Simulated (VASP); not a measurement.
Wanted: the native input for a VASP 6.6.1 run.

| Item | Value |
| --- | --- |
| Task | single point |
| Functional | r2SCAN |
| Potentials or basis | VASP PAW PBE potentials, release 64 (W_sv, S) |
| Cutoff | 550 eV |
| k mesh | 12 × 12 × 2 |
| Occupations | gaussian, width 0.01 eV |
| Spin | no spin polarisation |
| Dipole correction | no |
| Further INCAR settings | ALGO = Normal; EDIFF = 1e-06; NBANDS = 35 |

WS2:

```xyz
6
Lattice="3.1699 0.0000 0.0000 -1.5850 2.7453 0.0000 0.0000 0.0000 11.9914" Properties=species:S:1:pos:R:3 pbc="T T T"
W     0.0000    1.8302    2.9979
W     1.5850    0.9151    8.9936
S     1.5850    0.9151    4.5546
S     1.5850    0.9151    1.4411
S     0.0000    1.8302   10.5503
S     0.0000    1.8302    7.4369
```

This cell differs from its parent crystal: uniaxial z strain -4.0%.

These files were run (other wordings do the same):

POSCAR

```
WS2
1.0
    3.1699462934      0.0000000000      0.0000000000
   -1.5849731467      2.7452540187      0.0000000000
    0.0000000000      0.0000000000     11.9914277304
W S
2 4
Direct
    0.3333333333      0.6666666667      0.2500000000
    0.6666666667      0.3333333333      0.7500000000
    0.6666666667      0.3333333333      0.3798189439
    0.6666666667      0.3333333333      0.1201810561
    0.3333333333      0.6666666667      0.8798189439
    0.3333333333      0.6666666667      0.6201810561
```

INCAR.step1

```
SYSTEM = WS2
ALGO = Normal
EDIFF = 1E-5
ENCUT = 550
GGA = PE
GGA_COMPAT = .False.
ISMEAR = 0
LASPH = .True.
LCHARG = .False.
LREAL = .False.
LWAVE = .True.
NBANDS = 35
NELM = 120
PREC = Accurate
SIGMA = 0.01
```

INCAR.step2

```
SYSTEM = WS2
ALGO = Normal
EDIFF = 1E-6
ENCUT = 550
GGA_COMPAT = .False.
ISIF = 2
ISMEAR = 0
ISTART = 1
LASPH = .True.
LCHARG = .False.
LMIXTAU = .True.
LREAL = .False.
LWAVE = .False.
METAGGA = R2SCAN
NBANDS = 35
NELM = 120
PREC = Accurate
SIGMA = 0.01
```

KPOINTS

```
k-points
0
Gamma
  12 12 2
  0 0 0
```

Potentials or basis: VASP PAW PBE potentials, release 64 (W_sv, S).

The run is started by

```console
$ cat potpaw_PBE.64/W_sv/POTCAR potpaw_PBE.64/S/POTCAR > POTCAR
$ cp INCAR.step1 INCAR
$ mpirun -np 1 vasp_std > vasp.out
$ cp INCAR.step2 INCAR
$ mpirun -np 1 vasp_std > vasp.out
```

It gave:

```json
{"Pressure": "2.9 GPa", "Largest force": "0.032 eV/Å", "Band gap on the k mesh": "0.95 eV (least direct gap 1.85 eV)"}
```

Caveat: the cell differs from its parent crystal (uniaxial z strain -4.0%); the PAW data sets were made with another functional, which shifts forces and pressure a little; spin-orbit coupling is left out, which moves the levels of the heavy elements.

Run time: 3.4 min on 1 thread of Intel(R) Xeon(R) 6975P-C (Granite Rapids), on a shared host, peak memory 0.31 GiB.
